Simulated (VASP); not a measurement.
The system is SnSe.

```
CELL_PARAMETERS angstrom
0.00000 3.01000 3.01000
3.01000 0.00000 3.01000
3.01000 3.01000 0.00000
ATOMIC_POSITIONS crystal
Sn 0.00000 0.00000 0.00000
Se 0.50000 0.50000 0.50000
```

* Program: VASP 6.6.1
* Task: relaxation of cell and atoms
* Functional: BLYP
* Potentials or basis: VASP PAW PBE potentials, release 64 (Sn_d, Se)
* Cutoff: 600 eV
* k mesh: 8 × 8 × 8
* Occupations: fermi-dirac, width 0.05 eV
* Spin: no spin polarisation

At the start: pressure 5.0 GPa; volume 27.27 Å³/atom.

Problem. How do energy, volume and symmetry change on relaxing?

Solution. Over 3 steps the energy falls by 40.3 meV/atom and the volume is 30.09 Å³/atom (+10.3 %); space group Fm-3m (No. 225, to 0.1 Å) before and after.

Step by step:
| step | energy change (eV) | largest force (eV/Å) | pressure (GPa) | volume (Å³) |
| --- | --- | --- | --- | --- |
| 1 | 0.0000 | 0.0000 | 4.96 | 54.54 |
| 2 | -0.0776 | 0.0000 | -0.84 | 61.49 |
| 3 | -0.0807 | 0.0000 | 0.03 | 60.18 |

Final structure:
```
CELL_PARAMETERS angstrom
0.00000 3.11030 3.11030
3.11030 0.00000 3.11030
3.11030 3.11030 0.00000
ATOMIC_POSITIONS crystal
Sn 0.00000 0.00000 0.00000
Se 0.50000 0.50000 0.50000
```

Caveat: the PAW data sets were made with another functional, which shifts forces and pressure a little.
